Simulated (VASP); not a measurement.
PtSe2, 3 atoms in the cell. The structure is trigonal, space group R-3m (No. 166). Conventional cell: a = 3.710 Å, b = 3.710 Å, c = 16.602 Å, α = 90.00°, β = 90.00°, γ = 120.00°. Within 3.3 Å of Pt (site symmetry -3m) lie 6 Se at 2.52 Å. Within 3.8 Å of Se (site symmetry 3m) lie 3 Pt at 2.52 Å and 12 Se at 3.40 to 3.71 Å. 

- Program: VASP 6.6.1
- Task: relaxation of cell and atoms
- Functional: PBE
- Dispersion: D4
- Potentials or basis: VASP PAW PBE potentials, release 64 (Pt, Se)
- Cutoff: 600 eV
- k mesh: 8 × 8 × 8
- Occupations: fermi-dirac, width 0.02 eV
- Spin: no spin polarisation
- Dipole correction: no
- Further INCAR settings: ALGO = Normal; EDIFF = 1e-06; IBRION = 2; EDIFFG = -0.005; NSW = 80; ISIF = 3

Potentials or basis: VASP PAW PBE potentials, release 64 (Pt, Se).

The run is started by

```sh
$ cat potpaw_PBE.64/Pt/POTCAR potpaw_PBE.64/Se/POTCAR > POTCAR
$ mpirun -np 1 vasp_std > vasp.out
```

Hardware: 1 thread of Intel Xeon 8259CL, on a shared host.

Problem. Estimate the wall time of this run.

Solution. It took 20 min on 1 thread of Intel Xeon 8259CL, on a shared host, peak memory 0.38 GiB. Counts: scf iterations 55, k points 65, ion steps 12.
